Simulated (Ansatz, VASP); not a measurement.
**SrO in VASP and in Ansatz**

INCAR

```
SYSTEM = SrO
  ALGO = Normal
  EDIFF = 1E-6
  ENCUT = 520
  GGA = PS
  ISIF = 2
  ISMEAR = 0
  LASPH = .True.
  LCHARG = .False.
  LREAL = .False.
  LWAVE = .False.
  NBANDS = 24
  NELM = 80
  PREC = Accurate
  SIGMA = 0.05
```

File KPOINTS:

```
k-points
0
Gamma
  10 10 6
  0 0 0
```

POSCAR

```
SrO
1.0
    3.5366159298      0.0000000000      0.0000000000
   -1.7683079649      3.0627992387      0.0000000000
    0.0000000000      0.0000000000      6.2130036067
Sr O
2 2
Direct
    0.0000000000      0.0000000000      0.0000000000
    0.0000000000      0.0000000000      0.5000000000
    0.3389884569      0.6666666667      0.2500000000
    0.6666666667      0.3333333333      0.7500000000
```

Input for Ansatz:

```yaml
crystal:
  lattice:
    - [3.5366159298, 0.0, 0.0]
    - [-1.7683079649, 3.0627992387, 0.0]
    - [0.0, 0.0, 6.2130036067]
  atoms:
    - { symbol: Sr, position: [0.0, 0.0, 0.0] }
    - { symbol: Sr, position: [0.0, 0.0, 0.5] }
    - { symbol: O, position: [0.3389884569, 0.6666666667, 0.25] }
    - { symbol: O, position: [0.6666666667, 0.3333333333, 0.75] }
basis:
  ecutwfc: 420
  ecutrho_ratio: 4
kpoints:
  mp_grid: { grid: [10, 10, 6] }
hamiltonian:
  xc: pbesol
scf:
  occupations: { method: gaussian, width: 0.05 }
output:
  forces: true
  stress: true
  eigenvalues: true
```

Alike in both runs: task single point; functional PBEsol; k mesh 10 × 10 × 6; occupations gaussian, width 0.05 eV; no spin polarisation.

|  | VASP | Ansatz |
| --- | --- | --- |
| version | VASP 6.6.1 | Ansatz 0.2.0 |
| potentials or method | VASP PAW PBE potentials, release 64 (Sr_sv, O), cutoff 520 eV | scalar-relativistic, plane waves, PAW |
| valence electrons in the cell | 32 | 32 |

Ansatz gave:

| Item | Value |
| --- | --- |
| gap on the k mesh at the Fermi level (eV) | 3.38 |
| least direct gap on the mesh (eV) | 3.38 |
| pressure (GPa) | 0.0 |
| traceless stress, the component that is largest in VASP (GPa) | 0.00 |
| rms of the force components (eV/Å) | 0.020 |

Q: Estimate VASP's values.

A: gap on the k mesh at the Fermi level (eV): 3.33; least direct gap on the mesh (eV): 3.33; pressure (GPa): 0.7; traceless stress, the component that is largest in VASP (GPa): 0.14; rms of the force components (eV/Å): 0.021.

VASP's potentials were made for PBE, not for PBEsol. Atom by atom the forces differ by 0.001 eV/Å (rms over components).
